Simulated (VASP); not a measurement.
# Ta4C3 (P4/mmm) in VASP: a series of runs

The runs below take Ta4C3 through single point, with PBEsol.

All numbers are computed with VASP 6.6.1; they aren't measurements. Logs are shortened: lines on timing, memory, paths and dates and some standing lists are left out, and cuts for length are marked.

## Step 1: The cell of the first run

It takes space group P4/mmm (No. 123, tetragonal). The conventional cell has a = 4.226 Å, b = 4.226 Å, c = 4.579 Å, α = 90.00°, β = 90.00°, γ = 90.00°. Within 2.8 Å of Ta (site symmetry mmm) lie 4 C at 2.11 to 2.29 Å. Within 2.8 Å of Ta (site symmetry 4/mmm) lie 4 C at 2.11 Å. Ta (site symmetry 4/mmm) has 6 C at 2.11 to 2.29 Å within 2.8 Å. C (site symmetry mmm) has 6 Ta at 2.11 to 2.29 Å within 2.8 Å. C (site symmetry 4/mmm) has 6 Ta at 2.11 to 2.29 Å within 2.8 Å.

## Step 2: Single point, PBEsol (strain -0.040 along x and y, +0.040 along z)

INCAR reads:

```
SYSTEM = Ta4C3
PREC     = Accurate       ! precision mode
ENCUT    = 520            ! plane-wave cutoff, eV
EDIFF    = 1E-6           ! SCF threshold, eV
ISMEAR   = 0              ! smearing method
SIGMA    = 0.15           ! smearing width, eV
LREAL    = .False.        ! projectors in reciprocal space
LASPH    = .True.         ! aspherical terms in the spheres
NELM     = 100            ! most SCF steps
ALGO     = Normal         ! electronic algorithm
ISIF     = 2              ! what is computed and relaxed
LWAVE    = .False.        ! write WAVECAR
LCHARG   = .True.         ! write CHGCAR
GGA      = PS             ! functional
LELF     = .True.         ! ELF
LVHAR    = .True.       
NBANDS   = 37             ! bands
```

KPOINTS reads:

```
regular mesh
0
Gamma
  10 10 10
  0 0 0
```

POSCAR reads:

```
Ta4C3
1.0
    4.2264981175      0.0000000000      0.0000000000
    0.0000000000      4.2264981175      0.0000000000
    0.0000000000      0.0000000000      4.5787062939
Ta C
4 3
Direct
    0.0000000000      0.5000000000      0.5000000000
    0.5000000000      0.0000000000      0.5000000000
    0.5000000000      0.5000000000      0.0000000000
    0.0000000000      0.0000000000      0.0000000000
    0.5000000000      0.0000000000      0.0000000000
    0.0000000000      0.5000000000      0.0000000000
    0.0000000000      0.0000000000      0.5000000000
```

Potentials or basis: VASP PAW PBE potentials, release 64 (Ta_pv, C).

Started as:

```sh
$ cat potpaw_PBE.64/Ta_pv/POTCAR potpaw_PBE.64/C/POTCAR > POTCAR
$ mpirun -np 1 vasp_std > vasp.out
```

OUTCAR:

```text
SYSTEM = Ta4C3
   PREC = Accurate
   ENCUT = 520
   EDIFF = 1E-6
   ISMEAR = 0
   LREAL = .False.
   LASPH = .True.
   NELM = 100
   ISIF = 2
   GGA = PS

 ion  position               nearest neighbor table
   1  0.000  0.500  0.500-   7 2.11   7 2.11   6 2.29   6 2.29   2 2.99   2 2.99   2 2.99   2 2.99
                             4 3.12   4 3.12   3 3.12   4 3.12   4 3.12   3 3.12   3 3.12   3 3.12
   2  0.500  0.000  0.500-   7 2.11   7 2.11   5 2.29   5 2.29   1 2.99   1 2.99   1 2.99   1 2.99
                             4 3.12   3 3.12   3 3.12   3 3.12   4 3.12   4 3.12   4 3.12   3 3.12
   3  0.500  0.500  0.000-   5 2.11   6 2.11   5 2.11   6 2.11   4 2.99   4 2.99   4 2.99   4 2.99
                             2 3.12   1 3.12   2 3.12   1 3.12   1 3.12   2 3.12   1 3.12   2 3.12
   4  0.000  0.000  0.000-   5 2.11   6 2.11   6 2.11   5 2.11   7 2.29   7 2.29   3 2.99   3 2.99
                             3 2.99   3 2.99   2 3.12   1 3.12   1 3.12   2 3.12   2 3.12   1 3.12
   5  0.500  0.000  0.000-   3 2.11   4 2.11   3 2.11   4 2.11   2 2.29   2 2.29
   6  0.000  0.500  0.000-   3 2.11   4 2.11   4 2.11   3 2.11   1 2.29   1 2.29
   7  0.000  0.000  0.500-   1 2.11   2 2.11   1 2.11   2 2.11   4 2.29   4 2.29

  LATTYP: Found a simple tetragonal cell.
 ALAT       =     4.2264981175
 C/A-ratio  =     1.0833333333

  Lattice vectors:

 A1 = (   4.2264981175,   0.0000000000,   0.0000000000)
 A2 = (   0.0000000000,   4.2264981175,   0.0000000000)
 A3 = (   0.0000000000,   0.0000000000,   4.5787062939)

Analysis of symmetry for initial positions (statically):
=====================================================================
 Subroutine PRICEL returns:
 Original cell was already a primitive cell.

 Routine SETGRP: Setting up the symmetry group for a
 simple tetragonal supercell.

 Subroutine GETGRP returns: Found 16 space group operations
 (whereof 16 operations were pure point group operations)
 out of a pool of 16 trial point group operations.

The static configuration has the point symmetry D_4h.

Analysis of symmetry for dynamics (positions and initial velocities):
=====================================================================
 Subroutine PRICEL returns:
 Original cell was already a primitive cell.

 Routine SETGRP: Setting up the symmetry group for a
 simple tetragonal supercell.

 Subroutine GETGRP returns: Found 16 space group operations
 (whereof 16 operations were pure point group operations)
 out of a pool of 16 trial point group operations.

The dynamic configuration has the point symmetry D_4h.

 Subroutine INISYM returns: Found 16 space group operations
[... 109 lines left out ...]
   EDIFFG = 0.1E-04   stopping-criterion for IOM
   NSW    =      0    number of steps for IOM
   IBRION =     -1    ionic relax: 0-MD 1-quasi-New 2-CG
   NFREE  =      0    steps in history (QN), initial steepest desc. (CG)
   ISIF   =      2    stress and relaxation
   ISYM   =      2    0-nonsym 1-usesym 2-fastsym
   POTIM  = 0.5000    time-step for ionic-motion
   TEBEG  =    0.0;   TEEND  =   0.0 temperature during run
   PSTRESS=    0.0 pullay stress
   NELECT =      56.0000    total number of electrons
   NUPDOWN=      -1.0000    fix difference up-down
   EMIN   =  10.00;   EMAX   =-10.00  energy-range for DOS
   EFERMI =   0.00;   METHOD = LEGACY
   ISMEAR =     0;   SIGMA  =   0.15  broadening in eV -4-tet -1-fermi 0-gaus
   EFERMI_NEDOS =   21; number of points for ismear=-14 and -15
   IALGO  =     38    algorithm
   IMIX   =      4    mixing-type and parameters
     AMIX     =   0.40;   BMIX     =  1.00
     AMIX_MAG =   1.60;   BMIX_MAG =  1.00
  volume/ion in A,a.u.               =      11.68        78.85
  Fermi-wavevector in a.u.,A,eV,Ry     =   1.442900  2.726685 28.326777  2.081959
  Thomas-Fermi vector in A             =   2.561368
   LORBIT       =      0    0 simple, 1 ext, 2 COOP (PROOUT), +10 PAW based schemes
   GGA     = PS    functional components
   LHFCALC =     F    Hartree Fock is set to
   AEXX    =    0.0000 exact exchange contribution
   IVDW    =     0    specifies the selected vdW correction
   LEPSILON=     F    determine dielectric tensor
   LRPA    =     F    only Hartree local field effects (RPA)
 non-spin polarized calculation
 Gauss-broadening in eV      SIGMA  =   0.15
  energy-cutoff  :      520.00
  volume of cell :       81.79
 maximum number of plane-waves:      2228
 NGX is ok and might be reduce to    32
   NGX = 15   NGY = 15   NGZ = 17

 number of electron      55.9999988 magnetization

 Free energy of the ion-electron system (eV)
  ---------------------------------------------------
  ext. energy  EPLUGINS =         0.00000000
  ---------------------------------------------------
  free energy    TOTEN  =       -82.02293501 eV

  energy without entropy =      -81.98755023  energy(sigma->0) =      -82.00524262

 E-fermi :   7.6572     XC(G=0): -13.3220

 val. band max:        7.6564165941   @ k =   0.1000   0.1000   0.1000
 cond. band min:       7.6670360963   @ k =   0.2000   0.2000   0.5000
 fundamental gap:      0.0106195022
 Fermi energy:         7.6571769345

 k-point     1 :       0.0000    0.0000    0.0000
  band No.  band energies     occupation
      1     -27.5667      2.00000
      2     -27.5577      2.00000
      3     -27.5577      2.00000
      4     -26.9355      2.00000
      5     -26.9355      2.00000
      6     -26.9178      2.00000
[... 949 lines left out ...]
     36      12.0364      0.00000
     37      12.2835      0.00000

 [... further k-points ...]
[... 5 lines left out ...]
  --------------------------------------------------------------------------------------
  -------------------------------------------------------------------------------------
  Total       17.1810216     17.1810216     -4.8758770      0.0000000     -0.0000000     -0.0000000
  in kB      336.5545144    336.5545144    -95.5122723      0.0000000     -0.0000000     -0.0000000
  external PRESSURE =     192.5322522 kB  Pullay stress =       0.0000000 kB

 VOLUME and BASIS-vectors are now :
 -----------------------------------------------------------------------------
  energy-cutoff  :      520.00
  volume of cell :       81.79
      direct lattice vectors                 reciprocal lattice vectors
     4.226498118  0.000000000  0.000000000     0.236602495  0.000000000  0.000000000
     0.000000000  4.226498118  0.000000000     0.000000000  0.236602495  0.000000000
     0.000000000  0.000000000  4.578706294     0.000000000  0.000000000  0.218402303

 POSITION                                       TOTAL-FORCE (eV/Angst)
 -----------------------------------------------------------------------------------
      0.00000      2.11325      2.28935         0.000000      0.000000      0.000000
      2.11325      0.00000      2.28935         0.000000      0.000000      0.000000
      2.11325      2.11325      0.00000         0.000000      0.000000      0.000000
      0.00000      0.00000      0.00000         0.000000      0.000000      0.000000
      2.11325      0.00000      0.00000         0.000000      0.000000      0.000000
      0.00000      2.11325      0.00000         0.000000      0.000000      0.000000
      0.00000      0.00000      2.28935         0.000000      0.000000      0.000000
 -----------------------------------------------------------------------------------
    total drift:                                0.000000     -0.000000     -0.000000

  FREE ENERGIE OF THE ION-ELECTRON SYSTEM (eV)
  ---------------------------------------------------
  free  energy   TOTEN  =       -82.0229350054 eV

  energy  without entropy=      -81.9875502317  energy(sigma->0) =      -82.00524262
```

Run time: 2.3 min. Hardware: 1 thread of Intel Xeon 6975P-C (Granite Rapids), shared host; peak memory 0.39 GiB.

Results:

| Item | Value |
| --- | --- |
| Free energy | -82.0229 eV |
| Pressure | 19.3 GPa |
| Band gap on the k mesh | zero (bands 28 and 29 overlap by 1.04 eV) |

Stress tensor (GPa, compression positive):
```
33.66  0.00  0.00
 0.00 33.66  0.00
 0.00  0.00 -9.55
```

Caveat: the cell differs from its parent crystal (strain -0.040 along x and y, +0.040 along z); the cell stands under pressure; the PAW data sets were made with another functional, which shifts forces and pressure a little; spin-orbit coupling is left out, which moves the levels of the heavy elements.

## Step 3: Single point, PBEsol (strain -0.040 along x and y, +0.080 along z)

INCAR reads:

```
SYSTEM = Ta4C3
PREC = Accurate
ENCUT = 520
EDIFF = 1E-7
ISMEAR = 0
SIGMA = 0.15
LREAL = .FALSE.
LASPH = .TRUE.
NELM = 80
ALGO = Normal
ISIF = 2
LWAVE = .FALSE.
LCHARG = .FALSE.
GGA = PS
NBANDS = 37
```

KPOINTS reads:

```
Automatic mesh
0
G
  10 10 10
  0 0 0
```

Edit POSCAR of step 2 so:

```diff
@@ -4,3 +4,3 @@
     0.0000000000      4.2264981175      0.0000000000
-    0.0000000000      0.0000000000      4.5787062939
+    0.0000000000      0.0000000000      4.7548103822
 Ta C
```

Potentials or basis: VASP PAW PBE potentials, release 64 (Ta_pv, C).

Started as:

```sh
$ cat potpaw_PBE.64/Ta_pv/POTCAR potpaw_PBE.64/C/POTCAR > POTCAR
$ mpirun -np 1 vasp_std > vasp.out
```

OUTCAR:

```text
SYSTEM = Ta4C3
   PREC = Accurate
   ENCUT = 520
   EDIFF = 1E-7
   ISMEAR = 0
   LREAL = .FALSE.
   LASPH = .TRUE.
   NELM = 80
   ISIF = 2
   GGA = PS

 ion  position               nearest neighbor table
   1  0.000  0.500  0.500-   7 2.11   7 2.11   6 2.38   6 2.38   2 2.99   2 2.99   2 2.99   2 2.99
                             4 3.18   4 3.18   3 3.18   4 3.18   4 3.18   3 3.18   3 3.18   3 3.18
   2  0.500  0.000  0.500-   7 2.11   7 2.11   5 2.38   5 2.38   1 2.99   1 2.99   1 2.99   1 2.99
                             4 3.18   3 3.18   3 3.18   3 3.18   4 3.18   4 3.18   4 3.18   3 3.18
   3  0.500  0.500  0.000-   5 2.11   6 2.11   5 2.11   6 2.11   4 2.99   4 2.99   4 2.99   4 2.99
                             2 3.18   1 3.18   2 3.18   1 3.18   1 3.18   2 3.18   1 3.18   2 3.18
   4  0.000  0.000  0.000-   5 2.11   6 2.11   6 2.11   5 2.11   7 2.38   7 2.38   3 2.99   3 2.99
                             3 2.99   3 2.99   2 3.18   1 3.18   1 3.18   2 3.18   2 3.18   1 3.18
   5  0.500  0.000  0.000-   3 2.11   4 2.11   3 2.11   4 2.11   2 2.38   2 2.38
   6  0.000  0.500  0.000-   3 2.11   4 2.11   4 2.11   3 2.11   1 2.38   1 2.38
   7  0.000  0.000  0.500-   1 2.11   2 2.11   1 2.11   2 2.11   4 2.38   4 2.38

  LATTYP: Found a simple tetragonal cell.
 ALAT       =     4.2264981175
 C/A-ratio  =     1.1250000000

[... 194 lines left out ...]
 cond. band min:       7.3552979618   @ k =   0.2000   0.2000   0.4000
 fundamental gap:      0.0048013818
 Fermi energy:         7.3515634607

 k-point     1 :       0.0000    0.0000    0.0000
  band No.  band energies     occupation
      1     -27.9552      2.00000
      2     -27.9227      2.00000
      3     -27.9227      2.00000
      4     -27.3874      2.00000
      5     -27.3818      2.00000
      6     -27.3818      2.00000
[... 949 lines left out ...]
     36      11.3557      0.00000
     37      11.5730      0.00000

 [... further k-points ...]
[... 5 lines left out ...]
  --------------------------------------------------------------------------------------
  -------------------------------------------------------------------------------------
  Total       14.9221433     14.9221433    -13.9455676      0.0000000     -0.0000000     -0.0000000
  in kB      281.4797953    281.4797953   -263.0584246      0.0000000     -0.0000000     -0.0000000
  external PRESSURE =      99.9670554 kB  Pullay stress =       0.0000000 kB

 VOLUME and BASIS-vectors are now :
 -----------------------------------------------------------------------------
  energy-cutoff  :      520.00
  volume of cell :       84.94
      direct lattice vectors                 reciprocal lattice vectors
     4.226498118  0.000000000  0.000000000     0.236602495  0.000000000  0.000000000
     0.000000000  4.226498118  0.000000000     0.000000000  0.236602495  0.000000000
     0.000000000  0.000000000  4.754810382     0.000000000  0.000000000  0.210313329

 POSITION                                       TOTAL-FORCE (eV/Angst)
 -----------------------------------------------------------------------------------
      0.00000      2.11325      2.37741         0.000000      0.000000      0.000000
      2.11325      0.00000      2.37741         0.000000      0.000000      0.000000
      2.11325      2.11325      0.00000         0.000000      0.000000      0.000000
      0.00000      0.00000      0.00000         0.000000      0.000000      0.000000
      2.11325      0.00000      0.00000         0.000000      0.000000      0.000000
      0.00000      2.11325      0.00000         0.000000      0.000000      0.000000
      0.00000      0.00000      2.37741         0.000000      0.000000      0.000000
 -----------------------------------------------------------------------------------
    total drift:                                0.000000     -0.000000     -0.000000

  FREE ENERGIE OF THE ION-ELECTRON SYSTEM (eV)
  ---------------------------------------------------
  free  energy   TOTEN  =       -81.6606316866 eV

  energy  without entropy=      -81.6280300042  energy(sigma->0) =      -81.64433085
```

OSZICAR:

```text
N       E                     dE             d eps       ncg     rms          rms(c)
DAV:   1     0.515561441123E+03    0.51556E+03   -0.30488E+04  9332   0.157E+03
DAV:   2    -0.615165995449E+02   -0.57708E+03   -0.56239E+03 10388   0.460E+02
DAV:   3    -0.921751581724E+02   -0.30659E+02   -0.30049E+02 11677   0.964E+01
DAV:   4    -0.928349536995E+02   -0.65980E+00   -0.65579E+00 11585   0.137E+01
DAV:   5    -0.928470274798E+02   -0.12074E-01   -0.12061E-01 11537   0.171E+00    0.478E+01
DAV:   6    -0.820812844538E+02    0.10766E+02   -0.53341E+01 11525   0.324E+01    0.199E+01
DAV:   7    -0.817982905267E+02    0.28299E+00   -0.34332E+00 11562   0.107E+01    0.999E+00
DAV:   8    -0.816965012222E+02    0.10179E+00   -0.88256E-01 11685   0.646E+00    0.278E+00
DAV:   9    -0.816620934346E+02    0.34408E-01   -0.17421E-01 11666   0.302E+00    0.533E-01
DAV:  10    -0.816608777190E+02    0.12157E-02   -0.15970E-02 11563   0.702E-01    0.292E-01
DAV:  11    -0.816606804077E+02    0.19731E-03   -0.16065E-03 11719   0.252E-01    0.114E-01
DAV:  12    -0.816606359650E+02    0.44443E-04   -0.47242E-04 11898   0.103E-01    0.296E-02
DAV:  13    -0.816606332152E+02    0.27498E-05   -0.26132E-05 11267   0.303E-02    0.144E-02
DAV:  14    -0.816606317664E+02    0.14488E-05   -0.29168E-06 11966   0.939E-03    0.383E-03
DAV:  15    -0.816606316641E+02    0.10232E-06   -0.18747E-07  7585   0.289E-03    0.185E-03
DAV:  16    -0.816606316866E+02   -0.22524E-07   -0.30843E-08  6225   0.134E-03
   1 F= -.81660632E+02 E0= -.81644331E+02  d E =-.326017E-01
```

Wall time 2.4 min (1 thread of Intel Xeon 6975P-C (Granite Rapids), shared host); peak memory 0.4 GiB.

What came out:

| Quantity | Value |
| --- | --- |
| Free energy | -81.6606 eV |
| Pressure | 10.0 GPa |
| Band gap on the k mesh | zero (bands 28 and 29 overlap by 1.16 eV) |

Levels at points of the mesh, in eV from the Fermi level:
| k point | band 24 | band 25 | band 26 | band 27 | band 28 | band 29 | band 30 | band 31 | band 32 | band 33 |
| --- | --- | --- | --- | --- | --- | --- | --- | --- | --- | --- |
| (0.00, 0.00, 0.00) | -1.54 | -1.03 | -1.03 | -1.03 | -0.33 | -0.33 | -0.13 | -0.13 | 0.08 | 2.12 |
| (0.50, 0.00, 0.00) | -2.87 | -2.61 | -2.23 | -2.19 | 0.02 | 0.06 | 0.77 | 1.27 | 2.03 | 2.95 |
| (0.50, 0.50, 0.00) | -5.05 | -2.26 | -1.89 | -0.37 | -0.37 | 2.17 | 2.21 | 2.21 | 2.50 | 2.96 |
| (0.00, 0.00, 0.50) | -3.36 | -2.55 | -1.16 | -1.16 | 0.11 | 0.26 | 0.26 | 1.19 | 1.19 | 2.23 |
| (0.50, 0.00, 0.50) | -3.98 | -1.97 | -1.63 | -1.44 | 0.33 | 1.04 | 1.16 | 1.55 | 1.70 | 3.35 |
| (0.50, 0.50, 0.50) | -5.24 | -2.29 | -0.71 | -0.71 | -0.16 | 3.08 | 3.14 | 3.14 | 3.39 | 3.82 |

Caveat: the cell differs from its parent crystal (strain -0.040 along x and y, +0.080 along z); the cell stands under pressure; the PAW data sets were made with another functional, which shifts forces and pressure a little; spin-orbit coupling is left out, which moves the levels of the heavy elements.

## Step 4: Single point, PBEsol (strain -0.080 along x and y, +0.040 along z)

INCAR reads:

```
SYSTEM = Ta4C3
PREC     = Accurate       ! precision mode
ENCUT    = 520            ! plane-wave cutoff, eV
EDIFF    = 1E-6           ! SCF threshold, eV
ISMEAR   = 0              ! smearing method
SIGMA    = 0.15           ! smearing width, eV
LREAL    = .False.        ! projectors in reciprocal space
LASPH    = .True.         ! aspherical terms in the spheres
NELM     = 100            ! most SCF steps
ALGO     = Normal         ! electronic algorithm
ISIF     = 2              ! what is computed and relaxed
LWAVE    = .False.        ! write WAVECAR
LCHARG   = .False.        ! write CHGCAR
GGA      = PS             ! functional
NBANDS   = 37             ! bands
```

KPOINTS reads:

```
regular mesh
0
Gamma
  10 10 10
  0 0 0
```

Edit POSCAR of step 3 so:

```diff
@@ -2,5 +2,5 @@
 1.0
-    4.2264981175      0.0000000000      0.0000000000
-    0.0000000000      4.2264981175      0.0000000000
-    0.0000000000      0.0000000000      4.7548103822
+    4.0503940292      0.0000000000      0.0000000000
+    0.0000000000      4.0503940292      0.0000000000
+    0.0000000000      0.0000000000      4.5787062939
 Ta C
```

Started as:

```sh
$ cat potpaw_PBE.64/Ta_pv/POTCAR potpaw_PBE.64/C/POTCAR > POTCAR
$ mpirun -np 1 vasp_std > vasp.out
```

Run time: 4.7 min. Hardware: 1 thread of Intel Xeon Platinum 8259CL at 2.50GHz (Skylake/Cascade Lake), shared host; peak memory 0.37 GiB.

The run converged. Its results:

```yaml
Free_energy: -79.4299 eV
Pressure: 64.1 GPa
Band_gap_on_the_k_mesh: zero (bands 28 and 29 overlap by 1.16 eV)
```

Stress tensor (GPa, compression positive):
```
95.69  0.00  0.00
 0.00 95.69  0.00
 0.00  0.00  0.86
```

Levels at points of the mesh, in eV from the Fermi level:
```
           k point  band 25  band 26  band 27  band 28  band 29  band 30  band 31  band 32
(0.00, 0.00, 0.00)    -1.24    -0.78    -0.78    -0.19    -0.19    -0.18    -0.18     0.06
(0.50, 0.00, 0.00)    -3.00    -2.63    -2.31    -0.05     0.08     0.94     1.51     2.34
(0.50, 0.50, 0.00)    -2.59    -1.99    -0.45    -0.45     2.49     2.59     2.59     2.90
(0.00, 0.00, 0.50)    -3.07    -1.13    -1.13     0.14     0.30     0.30     1.39     1.39
(0.50, 0.00, 0.50)    -2.16    -1.86    -1.71     0.40     1.16     1.23     1.74     1.88
(0.50, 0.50, 0.50)    -2.74    -0.85    -0.85     0.19     3.60     3.73     3.73     4.00
```

Caveat: the cell differs from its parent crystal (strain -0.080 along x and y, +0.040 along z); the cell stands under pressure; the PAW data sets were made with another functional, which shifts forces and pressure a little; spin-orbit coupling is left out, which moves the levels of the heavy elements.

(Continued in part 2 of 2.)
